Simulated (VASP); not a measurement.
# ZnS (Imm2) in VASP: a series of runs

ZnS is run at these levels: PBE, r2SCAN; tasks: single point.

All numbers are computed with VASP 6.6.1; they aren't measurements. Logs are shortened: lines on timing, memory, paths and dates and some standing lists are left out, and cuts for length are marked.

## Step 1: The cell of the first run

It takes space group Imm2 (No. 44, orthorhombic). Conventional cell: a = 3.712 Å, b = 3.908 Å, c = 5.388 Å, α = 90.00°, β = 90.00°, γ = 90.00°. Zn (site symmetry mm2) has 4 S at 2.32 to 2.35 Å within 3.1 Å. S (site symmetry mm2) has 4 Zn at 2.32 to 2.35 Å within 3.1 Å.

## Step 2: Single point, PBE (shear xy strain +5.1%)

Contents of INCAR:

```
SYSTEM = ZnS
PREC     = Accurate       ! precision mode
ENCUT    = 520            ! plane-wave cutoff, eV
EDIFF    = 1E-7           ! SCF threshold, eV
ISMEAR   = -1             ! smearing method
SIGMA    = 0.02           ! smearing width, eV
LREAL    = .FALSE.        ! projectors in reciprocal space
LASPH    = .TRUE.         ! aspherical terms in the spheres
NELM     = 100            ! most SCF steps
ALGO     = Normal         ! electronic algorithm
ISIF     = 2              ! what is computed and relaxed
LWAVE    = .FALSE.        ! write WAVECAR
LCHARG   = .FALSE.        ! write CHGCAR
GGA      = PE             ! functional
NBANDS   = 16             ! bands
```

Contents of KPOINTS:

```
Automatic mesh
0
G
  8 8 8
  0 0 0
```

Contents of POSCAR:

```
ZnS
1.0
    0.0689688462      2.6940955531      2.6940955531
    2.6940955531      0.0689688462      2.6940955531
    2.7630643992      2.7630643992     -0.0000000001
Zn S
1 1
Direct
    0.2454473345      0.2454473345      0.2545526655
    0.0045526655      0.0045526655     -0.0045526655
```

Potentials or basis: VASP PAW PBE potentials, release 64 (Zn, S).

On the command line:

```sh
$ cat potpaw_PBE.64/Zn/POTCAR potpaw_PBE.64/S/POTCAR > POTCAR
$ mpirun -np 1 vasp_std > vasp.out
```

OUTCAR:

```text
SYSTEM = ZnS
   PREC = Accurate
   ENCUT = 520
   EDIFF = 1E-7
   ISMEAR = -1
   LREAL = .FALSE.
   LASPH = .TRUE.
   NELM = 100
   ISIF = 2
   GGA = PE

 ion  position               nearest neighbor table
   1  0.245  0.245  0.255-   2 2.32   2 2.32   2 2.35   2 2.35
   2  0.005  0.005  0.995-   1 2.32   1 2.32   1 2.35   1 2.35

  LATTYP: Found a body centered orthorhombic cell.
 ALAT       =     3.7124897918
 B/A-ratio  =     1.0525451560
 C/A-ratio  =     1.4513685985

  Lattice vectors:

 A1 = (   2.6940955530,   0.0689688461,  -2.6940955532)
 A2 = (  -2.6940955531,  -0.0689688462,  -2.6940955531)
 A3 = (   0.0689688462,   2.6940955531,   2.6940955531)

Analysis of symmetry for initial positions (statically):
=====================================================================
 Subroutine PRICEL returns:
 Original cell was already a primitive cell.

 Routine SETGRP: Setting up the symmetry group for a
 body centered orthorhombic supercell.

 Subroutine GETGRP returns: Found  4 space group operations
 (whereof  4 operations were pure point group operations)
 out of a pool of  8 trial point group operations.

The static configuration has the point symmetry C_2v.

Analysis of symmetry for dynamics (positions and initial velocities):
=====================================================================
 Subroutine PRICEL returns:
 Original cell was already a primitive cell.

 Routine SETGRP: Setting up the symmetry group for a
 body centered orthorhombic supercell.

 Subroutine GETGRP returns: Found  4 space group operations
 (whereof  4 operations were pure point group operations)
 out of a pool of  8 trial point group operations.

The dynamic configuration has the point symmetry C_2v.

 Subroutine INISYM returns: Found  4 space group operations
 (whereof  4 operations are pure point group operations),
 and found     1 'primitive' translations

----------------------------------------------------------------------------------------

                                     Primitive cell

  volume of cell :      39.0827

  direct lattice vectors                    reciprocal lattice vectors
     0.068968846  2.694095553  2.694095553    -0.190466997  0.190466997  0.185591042
     2.694095553  0.068968846  2.694095553     0.190466997 -0.190466997  0.185591042
     2.763064399  2.763064399 -0.000000000     0.180958504  0.180958504 -0.185591042

  length of vectors
     3.810650653  3.810650653  3.907563147     0.327107610  0.327107610  0.316126549

  position of ions in fractional coordinates (direct lattice)
     0.245447334  0.245447334  0.254552666
     0.004552666  0.004552666  0.995447334

  ion indices of the primitive-cell ions
   primitive index   ion index
                 1           1
                 2           2

----------------------------------------------------------------------------------------

 KPOINTS: Automatic mesh

Automatic generation of k-mesh.
 Grid dimensions read from file:
 generate k-points for:    8    8    8

 Generating k-lattice:

  Cartesian coordinates                     Fractional coordinates (reciprocal lattice)
    -0.023808375  0.023808375  0.023198880     0.125000000  0.000000000  0.000000000
     0.023808375 -0.023808375  0.023198880     0.000000000  0.125000000  0.000000000
     0.022619813  0.022619813 -0.023198880     0.000000000  0.000000000  0.125000000

  Length of vectors
     0.040888451  0.040888451  0.039515819

  Shift w.r.t. Gamma in fractional coordinates (k-lattice)
     0.000000000  0.000000000  0.000000000

 Subroutine IBZKPT returns following result:
 ===========================================

 Found     95 irreducible k-points:

 Following reciprocal coordinates:
            Coordinates               Weight
  0.000000  0.000000  0.000000      1.000000
  0.125000  0.000000 -0.000000      4.000000
  0.250000  0.000000 -0.000000      4.000000
  0.375000  0.000000  0.000000      4.000000
  0.500000  0.000000 -0.000000      2.000000
  0.125000  0.125000 -0.000000      2.000000
[... 16 lines left out ...]
  0.125000  0.000000  0.125000      4.000000
  0.250000  0.000000  0.125000      8.000000
 [... further k-points ...]
   k-points           NKPTS =     95   k-points in BZ     NKDIM =     95   number of bands    NBANDS=     16
   number of dos      NEDOS =    301   number of ions     NIONS =      2
   total plane-waves  NPLWV =  23520
   dimension x,y,z NGX =    28 NGY =   28 NGZ =   30
   dimension x,y,z NGXF=    56 NGYF=   56 NGZF=   60
   ions per type =               1   1
   NGX,Y,Z   is equivalent  to a cutoff of  12.22, 12.22, 12.76 a.u.
   NGXF,Y,Z  is equivalent  to a cutoff of  24.43, 24.43, 25.53 a.u.
 SYSTEM =  ZnS
   PREC   = accura    normal or accurate (medium, high low for compatibility)
   ISTART =      0    job   : 0-new  1-cont  2-samecut
   ICHARG =      2    charge: 1-file 2-atom 10-const
   ISPIN  =      1    spin polarized calculation?
   LNONCOLLINEAR =      F non collinear calculations
   LSORBIT =      F    spin-orbit coupling
   LASPH  =      T    aspherical Exc in radial PAW
   ENCUT  =  520.0 eV  38.22 Ry    6.18 a.u.   7.09  7.09  7.27*2*pi/ulx,y,z
   NELM   =    100;   NELMIN=  2; NELMDL= -5     # of ELM steps
   EDIFF  = 0.1E-06   stopping-criterion for ELM
   LREAL  =      F    real-space projection
   EDIFFG = 0.1E-05   stopping-criterion for IOM
   NSW    =      0    number of steps for IOM
   IBRION =     -1    ionic relax: 0-MD 1-quasi-New 2-CG
   NFREE  =      0    steps in history (QN), initial steepest desc. (CG)
   ISIF   =      2    stress and relaxation
   ISYM   =      2    0-nonsym 1-usesym 2-fastsym
   POTIM  = 0.5000    time-step for ionic-motion
   TEBEG  =    0.0;   TEEND  =   0.0 temperature during run
   PSTRESS=    0.0 pullay stress
   NELECT =      18.0000    total number of electrons
   NUPDOWN=      -1.0000    fix difference up-down
   EMIN   =  10.00;   EMAX   =-10.00  energy-range for DOS
   EFERMI =   0.00;   METHOD = LEGACY
   ISMEAR =    -1;   SIGMA  =   0.02  broadening in eV -4-tet -1-fermi 0-gaus
   EFERMI_NEDOS =   21; number of points for ismear=-14 and -15
   IALGO  =     38    algorithm
   IMIX   =      4    mixing-type and parameters
     AMIX     =   0.40;   BMIX     =  1.00
     AMIX_MAG =   1.60;   BMIX_MAG =  1.00
  volume/ion in A,a.u.               =      19.54       131.87
  Fermi-wavevector in a.u.,A,eV,Ry     =   1.264263  2.389111 21.747036  1.598362
  Thomas-Fermi vector in A             =   2.397578
   LORBIT       =      0    0 simple, 1 ext, 2 COOP (PROOUT), +10 PAW based schemes
   GGA     = PE    functional components
   LHFCALC =     F    Hartree Fock is set to
   AEXX    =    0.0000 exact exchange contribution
   IVDW    =     0    specifies the selected vdW correction
   LEPSILON=     F    determine dielectric tensor
   LRPA    =     F    only Hartree local field effects (RPA)
 non-spin polarized calculation
  energy-cutoff  :      520.00
  volume of cell :       39.08
 maximum number of plane-waves:      1067
   NGX = 15   NGY = 15   NGZ = 15

 number of electron      18.0000003 magnetization

 Free energy of the ion-electron system (eV)
  ---------------------------------------------------
  ext. energy  EPLUGINS =         0.00000000
  ---------------------------------------------------
  free energy    TOTEN  =        -6.82710909 eV

  energy without entropy =       -6.82710909  energy(sigma->0) =       -6.82710909

 E-fermi :   2.6880     XC(G=0):  -9.6768

 val. band max:        2.3375873757   @ k =   0.0000   0.0000   0.0000
 cond. band min:       4.3118033201   @ k =   0.0000   0.0000   0.0000
 fundamental gap:      1.9742159445
 Fermi energy:         2.6879903892

 k-point     1 :       0.0000    0.0000    0.0000
  band No.  band energies     occupation
      1     -11.0064      2.00000
      2      -4.1945      2.00000
      3      -4.1803      2.00000
      4      -4.1601      2.00000
      5      -3.6738      2.00000
      6      -3.6711      2.00000
[... 8 lines left out ...]
     15      13.9993      0.00000
     16      14.1325      0.00000

 k-point     2 :       0.1250    0.0000   -0.0000
  band No.  band energies     occupation
      1     -10.8817      2.00000
      2      -4.1738      2.00000
      3      -4.1708      2.00000
      4      -4.1472      2.00000
      5      -3.6747      2.00000
      6      -3.6745      2.00000
[... 8 lines left out ...]
     15      13.3762      0.00000
     16      14.9158      0.00000

 k-point     3 :       0.2500    0.0000   -0.0000
  band No.  band energies     occupation
      1     -10.5554      2.00000
      2      -4.1341      2.00000
      3      -4.1187      2.00000
      4      -4.0997      2.00000
      5      -3.6744      2.00000
      6      -3.6677      2.00000
[... 8 lines left out ...]
     15      13.3039      0.00000
     16      14.3066      0.00000

 k-point     4 :       0.3750    0.0000    0.0000
  band No.  band energies     occupation
      1     -10.1833      2.00000
      2      -4.0786      2.00000
      3      -4.0780      2.00000
      4      -3.9023      2.00000
      5      -3.6581      2.00000
      6      -3.6429      2.00000
[... 8 lines left out ...]
     15      14.0130      0.00000
     16      14.6204      0.00000
[... 324 lines left out ...]
 k-point    22 :       0.0000    0.0000    0.1250
  band No.  band energies     occupation
      1     -10.8930      2.00000
      2      -4.1911      2.00000
      3      -4.1602      2.00000
      4      -4.1409      2.00000
      5      -3.6761      2.00000
      6      -3.6715      2.00000
[... 8 lines left out ...]
     15      13.5193      0.00000
     16      14.9235      0.00000

 k-point    23 :       0.1250    0.0000    0.1250
  band No.  band energies     occupation
      1     -10.8473      2.00000
      2      -4.2030      2.00000
      3      -4.1397      2.00000
      4      -4.1341      2.00000
      5      -3.6889      2.00000
      6      -3.6618      2.00000
[... 8 lines left out ...]
     15      14.1676      0.00000
     16      15.4283      0.00000

 k-point    24 :       0.2500    0.0000    0.1250
  band No.  band energies     occupation
      1     -10.5840      2.00000
      2      -4.1950      2.00000
      3      -4.0927      2.00000
      4      -4.0830      2.00000
      5      -3.6984      2.00000
      6      -3.6497      2.00000
[... 8 lines left out ...]
     15      14.1365      0.00000
     16      15.7130      0.00000

 [... further k-points ...]

------------------------ aborting loop because EDIFF is reached ----------------------------------------

  FORCE on cell =-STRESS in cart. coord.  units (eV):
  Direction    XX          YY          ZZ          XY          YZ          ZX
  --------------------------------------------------------------------------------------
  -------------------------------------------------------------------------------------
  Total        0.6104766      0.6104766      0.5967875     -0.6005300      0.0000000      0.0000000
  in kB       25.0262243     25.0262243     24.4650452    -24.6184677      0.0000000      0.0000000
  external PRESSURE =      24.8391646 kB  Pullay stress =       0.0000000 kB

 VOLUME and BASIS-vectors are now :
 -----------------------------------------------------------------------------
  energy-cutoff  :      520.00
  volume of cell :       39.08
      direct lattice vectors                 reciprocal lattice vectors
     0.068968846  2.694095553  2.694095553    -0.190466997  0.190466997  0.185591042
     2.694095553  0.068968846  2.694095553     0.190466997 -0.190466997  0.185591042
     2.763064399  2.763064399 -0.000000000     0.180958504  0.180958504 -0.185591042

 POSITION                                       TOTAL-FORCE (eV/Angst)
 -----------------------------------------------------------------------------------
      1.38153      1.38153      1.32252        -0.000000     -0.000000     -0.015527
      2.76306      2.76306      0.02453         0.000000      0.000000      0.015527
 -----------------------------------------------------------------------------------
    total drift:                                0.000028      0.000028      0.000875

  FREE ENERGIE OF THE ION-ELECTRON SYSTEM (eV)
  ---------------------------------------------------
  free  energy   TOTEN  =        -6.8271090852 eV

  energy  without entropy=       -6.8271090852  energy(sigma->0) =       -6.82710909
```

Wall time 66 s (1 thread of Intel Xeon Platinum 8259CL at 2.50GHz (Skylake/Cascade Lake), shared host); peak memory 0.2 GiB.

Results:

```yaml
Free_energy: -6.8271 eV
Pressure: 2.5 GPa
Largest_force: 0.016 eV/Å
Band_gap_on_the_k_mesh: 1.97 eV, direct
```

Forces in eV/Å, atoms in the order of the input:
```
Zn   0.000  0.000 -0.016
S    0.000  0.000  0.016
```

Stress tensor (GPa, compression positive):
```
 2.50 -2.46  0.00
-2.46  2.50  0.00
 0.00  0.00  2.45
```

Caveat: the cell differs from its parent crystal (shear xy strain +5.1%).

## Step 3: Single point, r2SCAN (shear xy strain +5.1%)

POSCAR is that of step 2.

Contents of INCAR.step1:

```
SYSTEM = ZnS
ALGO = Normal
EDIFF = 1E-4
ENCUT = 520
GGA = PE
ISMEAR = 0
LASPH = .True.
LCHARG = .False.
LREAL = .False.
LWAVE = .True.
NBANDS = 16
NELM = 80
PREC = Accurate
SIGMA = 0.01
```

Contents of INCAR.step2:

```
SYSTEM = ZnS
ALGO = Normal
EDIFF = 1E-6
ENCUT = 520
ISIF = 2
ISMEAR = 0
ISTART = 1
LASPH = .True.
LCHARG = .False.
LMIXTAU = .True.
LREAL = .False.
LWAVE = .False.
METAGGA = R2SCAN
NBANDS = 16
NELM = 80
PREC = Accurate
SIGMA = 0.01
```

Contents of KPOINTS:

```
k-points
0
Gamma
  8 8 8
  0 0 0
```

Potentials or basis: VASP PAW PBE potentials, release 64 (Zn, S).

On the command line:

```sh
$ cat potpaw_PBE.64/Zn/POTCAR potpaw_PBE.64/S/POTCAR > POTCAR
$ cp INCAR.step1 INCAR
$ mpirun -np 1 vasp_std > vasp.out
$ cp INCAR.step2 INCAR
$ mpirun -np 1 vasp_std > vasp.out
```

Wall time 3.6 min (1 thread of Intel Xeon Platinum 8259CL at 2.50GHz (Skylake/Cascade Lake), shared host); peak memory 0.2 GiB.

It converged, with:

* Free energy: -18.8506 eV
* Pressure: 0.1 GPa
* Largest force: 0.003 eV/Å
* Band gap on the k mesh: 2.53 eV, direct

Forces in eV/Å, atoms in the order of the input:
```
Zn   0.000  0.000 -0.003
S    0.000  0.000  0.003
```

Stress tensor (GPa, compression positive):
```
 0.10 -2.58  0.00
-2.58  0.10  0.00
 0.00  0.00  0.01
```

Levels at points of the mesh, in eV from the valence-band top:
| k point | band 6 | band 7 | band 8 | band 9 | band 10 | band 11 | band 12 | band 13 |
| --- | --- | --- | --- | --- | --- | --- | --- | --- |
| (0.00, 0.00, 0.00) | -6.13 | -0.28 | -0.17 | 0.00 | 2.53 | 6.42 | 6.80 | 7.12 |
| (0.50, 0.00, 0.00) | -5.90 | -5.54 | -1.21 | -1.05 | 3.47 | 7.04 | 7.15 | 9.31 |
| (0.50, 0.50, 0.00) | -5.91 | -4.80 | -2.73 | -2.17 | 3.35 | 4.55 | 11.69 | 12.73 |
| (0.00, 0.00, 0.50) | -5.96 | -5.64 | -1.05 | -0.86 | 3.89 | 7.33 | 7.48 | 9.23 |
| (0.50, 0.00, 0.50) | -5.91 | -4.79 | -2.45 | -2.45 | 3.55 | 4.33 | 11.46 | 12.63 |

Caveat: the cell differs from its parent crystal (shear xy strain +5.1%); the PAW data sets were made with another functional, which shifts forces and pressure a little.
